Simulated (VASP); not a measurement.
# CdI2 (P-3m1) in VASP: single point with r2SCAN

Aim: the single point of CdI2 with r2SCAN.

All numbers are computed with VASP 6.6.1; they aren't measurements. Logs are shortened: lines on timing, memory, paths and dates and some standing lists are left out, and cuts for length are marked.

## Step 1: The cell of the first run

Symmetry: P-3m1, No. 164, trigonal system. The conventional cell has a = 4.244 Å, b = 4.244 Å, c = 6.859 Å, α = 90.00°, β = 90.00°, γ = 120.00°. Cd (site symmetry -3m) has 6 I at 2.99 Å within 3.9 Å. I (site symmetry 3m) has 3 Cd at 2.99 Å within 3.9 Å.

## Step 2: Single point, r2SCAN, non-collinear spin, zero start, spin-orbit coupling

Input file POSCAR:

```
CdI2
1.0
    4.2439990371      0.0000000000      0.0000000000
   -2.1219995185      3.6754109797      0.0000000000
    0.0000000000      0.0000000000      6.8589997130
Cd I
1 2
Direct
    0.0000000000      0.0000000000      0.0000000000
    0.3333333333      0.6666666667      0.2492000000
    0.6666666667      0.3333333333      0.7508000000
```

Input file INCAR.step1:

```
ALGO = Normal
EDIFF = 1E-5
ENCUT = 550
GGA = PE
GGA_COMPAT = F
ISMEAR = 0
LASPH = T
LCHARG = F
LREAL = F
LSORBIT = T
LWAVE = T
MAGMOM = 0 0 0 0 0 0 0 0 0
NBANDS = 39
NELM = 200
PREC = Accurate
SIGMA = 0.05
```

Input file INCAR.step2:

```
ALGO = Normal
EDIFF = 1E-6
ENCUT = 550
GGA_COMPAT = F
ISIF = 2
ISMEAR = 0
ISTART = 1
LASPH = T
LCHARG = F
LMIXTAU = T
LORBIT = 11
LORBMOM = T
LREAL = F
LSORBIT = T
LWAVE = F
MAGMOM = 0 0 0 0 0 0 0 0 0
METAGGA = R2SCAN
NBANDS = 39
NELM = 200
PREC = Accurate
SIGMA = 0.05
```

Input file KPOINTS:

```
k-points
0
Gamma
  6 6 4
```

Potentials or basis: VASP PAW PBE potentials, release 64 (Cd, I).

Command:

```console
$ cat potpaw_PBE.64/Cd/POTCAR potpaw_PBE.64/I/POTCAR > POTCAR
$ cp INCAR.step1 INCAR
$ mpirun -np 1 vasp_ncl > vasp.out
$ cp INCAR.step2 INCAR
$ mpirun -np 1 vasp_ncl > vasp.out
```

OUTCAR:

```text
EDIFF = 1E-6
   ENCUT = 550
   ISIF = 2
   ISMEAR = 0
   ISTART = 1
   LASPH = T
   LORBIT = 11
   LREAL = F
   LSORBIT = T
   METAGGA = R2SCAN
   NELM = 200
   PREC = Accurate

 ion  position               nearest neighbor table
   1  0.000  0.000  0.000-   2 2.99   3 2.99   2 2.99   3 2.99   3 2.99   2 2.99
   2  0.333  0.667  0.249-   1 2.99   1 2.99   1 2.99
   3  0.667  0.333  0.751-   1 2.99   1 2.99   1 2.99

  LATTYP: Found a hexagonal cell.
 ALAT       =     4.2439990371
 C/A-ratio  =     1.6161642953

  Lattice vectors:

 A1 = (   4.2439990371,   0.0000000000,   0.0000000000)
 A2 = (  -2.1219995185,   3.6754109797,   0.0000000000)
 A3 = (   0.0000000000,   0.0000000000,   6.8589997130)

Analysis of symmetry for initial positions (statically):
=====================================================================
 Subroutine PRICEL returns:
 Original cell was already a primitive cell.

 Routine SETGRP: Setting up the symmetry group for a
 hexagonal supercell.

 Subroutine GETGRP returns: Found 12 space group operations
 (whereof 12 operations were pure point group operations)
 out of a pool of 24 trial point group operations.

The static configuration has the point symmetry D_3d.

Analysis of symmetry for dynamics (positions and initial velocities):
=====================================================================
 Subroutine PRICEL returns:
 Original cell was already a primitive cell.

 Routine SETGRP: Setting up the symmetry group for a
 hexagonal supercell.

 Subroutine GETGRP returns: Found 12 space group operations
 (whereof 12 operations were pure point group operations)
 out of a pool of 24 trial point group operations.

The dynamic configuration has the point symmetry D_3d.

Analysis of structural, dynamic, and magnetic symmetry:
=====================================================================
 Subroutine PRICEL returns:
 Original cell was already a primitive cell.

 Routine SETGRP: Setting up the symmetry group for a
 hexagonal supercell.

 Subroutine GETGRP returns: Found 12 space group operations
 (whereof 12 operations were pure point group operations)
 out of a pool of 24 trial point group operations.

The overall configuration has the point symmetry D_3d.

 Subroutine INISYM returns: Found 12 space group operations
 (whereof 12 operations are pure point group operations),
 and found     1 'primitive' translations

----------------------------------------------------------------------------------------

                                     Primitive cell

  volume of cell :     106.9897

  direct lattice vectors                    reciprocal lattice vectors
     4.243999037  0.000000000  0.000000000     0.235626821  0.136039208  0.000000000
    -2.121999519  3.675410980  0.000000000     0.000000000  0.272078417  0.000000000
     0.000000000  0.000000000  6.858999713     0.000000000  0.000000000  0.145793854

  length of vectors
     4.243999037  4.243999037  6.858999713     0.272078417  0.272078417  0.145793854

  position of ions in fractional coordinates (direct lattice)
     0.000000000  0.000000000  0.000000000
     0.333333333  0.666666667  0.249200000
     0.666666667  0.333333333  0.750800000

  ion indices of the primitive-cell ions
   primitive index   ion index
                 1           1
                 2           2
                 3           3

----------------------------------------------------------------------------------------

 KPOINTS: k-points

Automatic generation of k-mesh.
 Grid dimensions read from file:
 generate k-points for:    6    6    4

 Generating k-lattice:

  Cartesian coordinates                     Fractional coordinates (reciprocal lattice)
     0.039271137  0.022673201  0.000000000     0.166666667 -0.000000000  0.000000000
     0.000000000  0.045346403  0.000000000     0.000000000  0.166666667  0.000000000
[... 92 lines left out ...]
   NGX = 17   NGY = 17   NGZ = 27

 number of electron      25.9999995 magnetization       0.0000000     -0.0000000      0.0000000

 number of electron      25.9999995 magnetization      -0.0000000      0.0000000     -0.0000000

 Free energy of the ion-electron system (eV)
  ---------------------------------------------------
  ext. energy  EPLUGINS =         0.00000000
  ---------------------------------------------------
  free energy    TOTEN  =       -71.62729452 eV

  energy without entropy =      -71.62729452  energy(sigma->0) =      -71.62729452

 E-fermi :   2.2574     XC(G=0):  -9.0017

 val. band max:        2.0355642554   @ k =   0.0000   0.0000   0.5000
 cond. band min:       4.5572504362   @ k =   0.5000  -0.0000   0.5000
 fundamental gap:      2.5216861809
 Fermi energy:         2.2574311699

 k-point     1 :       0.0000    0.0000    0.0000
  band No.  band energies     occupation
      1     -10.7655      1.00000
      2     -10.7655      1.00000
      3     -10.0138      1.00000
      4     -10.0138      1.00000
      5      -6.4637      1.00000
      6      -6.4637      1.00000
[... 973 lines left out ...]
     37      11.2614      0.00000
     38      11.2614      0.00000
 [bands above 38 left out]

------------------------ aborting loop because EDIFF is reached ----------------------------------------

  FORCE on cell =-STRESS in cart. coord.  units (eV):
  Direction    XX          YY          ZZ          XY          YZ          ZX
  --------------------------------------------------------------------------------------
  -------------------------------------------------------------------------------------
  Total        0.8586462      0.8586462      0.9030522      0.0000000      0.0000000      0.0000000
  in kB       12.8582794     12.8582794     13.5232623      0.0000000      0.0000000      0.0000000
  external PRESSURE =      13.0799403 kB  Pullay stress =       0.0000000 kB

 VOLUME and BASIS-vectors are now :
 -----------------------------------------------------------------------------
  energy-cutoff  :      550.00
  volume of cell :      106.99
      direct lattice vectors                 reciprocal lattice vectors
     4.243999037  0.000000000  0.000000000     0.235626821  0.136039208  0.000000000
    -2.121999519  3.675410980  0.000000000     0.000000000  0.272078417  0.000000000
     0.000000000  0.000000000  6.858999713     0.000000000  0.000000000  0.145793854

 POSITION                                       TOTAL-FORCE (eV/Angst)
 -----------------------------------------------------------------------------------
      0.00000      0.00000      0.00000         0.000000      0.000000      0.000000
     -0.00000      2.45027      1.70926        -0.000000      0.000000      0.090324
      2.12200      1.22514      5.14974         0.000000     -0.000000     -0.090324
 -----------------------------------------------------------------------------------
    total drift:                                0.000000     -0.000000      0.000000

  FREE ENERGIE OF THE ION-ELECTRON SYSTEM (eV)
  ---------------------------------------------------
  free  energy   TOTEN  =       -71.6272945152 eV

  energy  without entropy=      -71.6272945152  energy(sigma->0) =      -71.62729452

 orbital moment (x)

 # of ion     p       d       tot
 ----------------------------------------
  1        -0.000   0.000   0.000
  2        -0.000   0.000  -0.000
  3        -0.000   0.000  -0.000
 ----------------------------------------
           -0.000   0.000  -0.000

 orbital moment (y)

 # of ion     p       d       tot
 ----------------------------------------
  1        -0.000  -0.000  -0.000
  2         0.000   0.000   0.000
  3        -0.000   0.000  -0.000
 ----------------------------------------
            0.000   0.000   0.000

 orbital moment (z)

 # of ion     p       d       tot
 ----------------------------------------
  1         0.000   0.000   0.000
  2         0.000   0.000   0.000
  3         0.000   0.000   0.000
 ----------------------------------------
            0.000   0.000   0.000

 Spin-Orbit-Coupling matrix elements

 Ion:    1  E_soc:     -0.0529998
 l=   1
     0.0000000    -0.0020771    -0.0020924
    -0.0020771     0.0000000    -0.0020771
    -0.0020924    -0.0020771     0.0000000
 l=   2
     0.0000000    -0.0013538     0.0000000    -0.0013538    -0.0053901
    -0.0013538     0.0000000    -0.0040342    -0.0013795    -0.0013538
     0.0000000    -0.0040342     0.0000000    -0.0040342     0.0000000
    -0.0013538    -0.0013795    -0.0040342     0.0000000    -0.0013538
    -0.0053901    -0.0013538     0.0000000    -0.0013538     0.0000000
 l=   3
     0.0000000     0.0000000     0.0000000     0.0000000     0.0000000     0.0000000     0.0000000
     0.0000000     0.0000000     0.0000000     0.0000000     0.0000000     0.0000000     0.0000000
     0.0000000     0.0000000     0.0000000     0.0000000     0.0000000     0.0000000     0.0000000
     0.0000000     0.0000000     0.0000000     0.0000000     0.0000000     0.0000000     0.0000000
[... 29 lines left out ...]
 l=   2
     0.0000000    -0.0000084     0.0000000    -0.0000084    -0.0000308
    -0.0000084     0.0000000    -0.0000109     0.0000027    -0.0000084
     0.0000000    -0.0000109     0.0000000    -0.0000109     0.0000000
    -0.0000084     0.0000027    -0.0000109     0.0000000    -0.0000084
    -0.0000308    -0.0000084     0.0000000    -0.0000084     0.0000000
 l=   3
     0.0000000     0.0000000     0.0000000     0.0000000     0.0000000     0.0000000     0.0000000
     0.0000000     0.0000000     0.0000000     0.0000000     0.0000000     0.0000000     0.0000000
     0.0000000     0.0000000     0.0000000     0.0000000     0.0000000     0.0000000     0.0000000
     0.0000000     0.0000000     0.0000000     0.0000000     0.0000000     0.0000000     0.0000000
     0.0000000     0.0000000     0.0000000     0.0000000     0.0000000     0.0000000     0.0000000
     0.0000000     0.0000000     0.0000000     0.0000000     0.0000000     0.0000000     0.0000000
     0.0000000     0.0000000     0.0000000     0.0000000     0.0000000     0.0000000     0.0000000

 total charge

# of ion       s       p       d       tot
------------------------------------------
    1        0.364   0.234   9.598  10.195
    2        1.514   2.824   0.015   4.353
    3        1.514   2.824   0.015   4.353
--------------------------------------------------
tot          3.392   5.882   9.627  18.901

 magnetization (x)

# of ion       s       p       d       tot
------------------------------------------
    1        0.000   0.000   0.000   0.000
    2        0.000   0.000   0.000   0.000
    3        0.000   0.000   0.000   0.000
--------------------------------------------------
tot          0.000   0.000   0.000   0.000

 magnetization (y)

# of ion       s       p       d       tot
------------------------------------------
    1        0.000   0.000   0.000   0.000
    2       -0.000  -0.000   0.000  -0.000
    3        0.000  -0.000   0.000  -0.000
--------------------------------------------------
tot          0.000  -0.000   0.000  -0.000

 magnetization (z)

# of ion       s       p       d       tot
------------------------------------------
    1        0.000   0.000   0.000   0.000
    2        0.000   0.000   0.000   0.000
    3        0.000   0.000   0.000   0.000
--------------------------------------------------
tot          0.000   0.000   0.000   0.000
```

Wall time 25 min (1 thread of Oxide Virtual Turin-like, shared host); peak memory 0.6 GiB.

Results:

- Free energy: -71.6273 eV
- Pressure: 1.3 GPa
- Largest force: 0.090 eV/Å
- Net moment: 0.00 μB per cell
- Valence electrons inside the program's atomic spheres: Cd 10.20; I 4.35

Forces in eV/Å, atoms in the order of the input:
```
Cd   0.000  0.000  0.000
I    0.000  0.000  0.090
I    0.000  0.000 -0.090
```

Moments on the atoms (μB; x, y, z):
```
Cd  0.00 0.00 0.00
I   0.00 0.00 0.00
I   0.00 0.00 0.00
```

Caveat: the PAW data sets were made with another functional, which shifts forces and pressure a little.
